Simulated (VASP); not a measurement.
Wanted: the native input for a VASP 6.6.1 run.

```
Task                   : single point
Functional             : PBE
Potentials or basis    : VASP PAW PBE potentials, release 64 (Mg, Be, F)
Cutoff                 : 520 eV
k mesh                 : 4 × 4 × 4
Occupations            : gaussian, width 0.1 eV
Spin                   : no spin polarisation
Dipole correction      : no
Further INCAR settings : ALGO = Normal; EDIFF = 1e-07; NBANDS = 47
```

The structure of MgBe2F4 lies in POSCAR:

```
MgBe2F4
1.0
    3.0516653559     -4.7814722393      0.0000000000
    3.0516653559      4.7814722393      0.0000000000
    0.0000000000      0.0000000000      6.5013787627
Mg Be F
2 4 8
Direct
    0.0000000000      0.5000000000      0.0000000000
    0.5000000000      0.0000000000      0.0000000000
    0.7500000000      0.2500000000      0.4001033482
    0.2500000000      0.7500000000      0.5998966518
    0.0000000000      0.0000000000      0.0000000000
    0.5000000000      0.5000000000      0.0000000000
    0.0000000000      0.5000000000      0.5000000000
    0.5000000000      0.0000000000      0.5000000000
    0.8857436783      0.1142563217      0.2581584642
    0.6142563217      0.3857436783      0.2581584642
    0.1142563217      0.8857436783      0.7418415358
    0.3857436783      0.6142563217      0.7418415358
    0.2500000000      0.2500000000      0.0000000000
    0.7500000000      0.7500000000      0.0000000000
```

The cell was generated, and may not be a known phase.

The input as run:

INCAR

```
SYSTEM = MgBe2F4
  PREC = Accurate
  ENCUT = 520
  EDIFF = 1E-7
  ISMEAR = 0
  SIGMA = 0.1
  LREAL = .False.
  LASPH = .True.
  NELM = 60
  ALGO = Normal
  ISIF = 2
  LWAVE = .False.
  LCHARG = .True.
  GGA = PE
  LELF = .True.
  LVHAR = .True.
  NBANDS = 47
```

KPOINTS

```
Automatic mesh
0
Gamma
  4 4 4
  0 0 0
```

Potentials or basis: VASP PAW PBE potentials, release 64 (Mg, Be, F).

Launch:

```console
$ cat potpaw_PBE.64/Mg/POTCAR potpaw_PBE.64/Be/POTCAR potpaw_PBE.64/F/POTCAR > POTCAR
$ mpirun -np 1 vasp_std > vasp.out
```

It gave:

| Property | Result |
| --- | --- |
| Pressure | 0.0 GPa |
| Largest force | 0.080 eV/Å |
| Band gap on the k mesh | 0.46 eV |

It took 4.1 min on 1 thread of AMD EPYC 7R43 64-Core Processor (Zen 3) (shared host), peak memory 0.32 GiB.
